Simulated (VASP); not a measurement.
Here is a VASP 6.6.1 calculation.

INCAR

```
SYSTEM = Sr
ALGO = Normal
EDIFF = 1E-6
EDIFFG = -0.005
ENCUT = 600
GGA = PE
IBRION = 2
ISIF = 3
ISMEAR = -1
LASPH = .TRUE.
LCHARG = .FALSE.
LREAL = .FALSE.
LWAVE = .FALSE.
NELM = 60
NSW = 60
PREC = Accurate
SIGMA = 0.05
```

Contents of KPOINTS:

```
k-points
0
G
  12 12 12
  0 0 0
```

File POSCAR:

```
Sr
1.0
    0.0000000000      3.0191369257      3.0191369257
    3.0191369257      0.0000000000      3.0191369257
    3.0191369257      3.0191369257      0.0000000000
Sr
1
Direct
    0.0000000000      0.0000000000      0.0000000000
```

Potentials or basis: VASP PAW PBE potentials, release 64 (Sr_sv).

Command:

```console
$ cat potpaw_PBE.64/Sr_sv/POTCAR > POTCAR
$ mpirun -np 1 vasp_std > vasp.out
```

(1) Estimate the band gap on the k mesh.

(2) What does it give for the relaxed cell?

(3) What does it give for the space group after relaxing (to 0.1 Å)?

Results:

(1) zero (bands 5 and 6 overlap by 0.06 eV).

(2) a = 4.266 Å, b = 4.266 Å, c = 4.266 Å, α = 60.00°, β = 60.00°, γ = 60.00°.

(3) Fm-3m (No. 225).
